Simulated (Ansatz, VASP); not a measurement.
One calculation of YTaI6, two programs

```
Y Ta I
1.0
     5.81280    0.00000    0.00000
     0.00000    5.81280    0.00000
     0.00000    0.00000   11.64576
Y Ta I
1 1 6
Cartesian
  0.0000 0.0000 0.0000
  0.0000 0.0000 5.8229
  2.9064 0.0000 0.0000
  0.0000 2.9064 0.0000
  0.0000 0.0000 3.0314
  2.9064 0.0000 5.8229
  0.0000 2.9064 5.8229
  0.0000 0.0000 8.6144
```

Alike in both runs: functional PBE; k mesh 6 × 6 × 4; occupations gaussian, width 0.1 eV; no spin polarisation.

Ansatz relaxed the structure, and its values are those at the end. VASP's run is a single point on that final structure, the one shown.

```csv
,VASP,Ansatz
version,VASP 6.6.1,Ansatz 0.2.0
potentials or method,"VASP PAW PBE potentials, release 64 (Y_sv, Ta_pv, I), cutoff 520 eV","scalar-relativistic, plane waves, PAW"
valence electrons in the cell,64,126
```

```csv
,VASP,Ansatz,Ansatz less VASP
gap on the k mesh at the Fermi level (eV),none,none,-
pressure (GPa),0.0,0.0,0.00
```

A gap of «none» marks a metal or a gap that the smearing closes. With one functional, cell and mesh, what is left measures potentials, basis and numerics. VASP's potentials hold 64 valence electrons a cell and Ansatz's 126, so a difference there can come from the potentials and not from the codes. Ansatz's warnings: xc potential rough in thin density.

Spin-orbit coupling is off throughout.
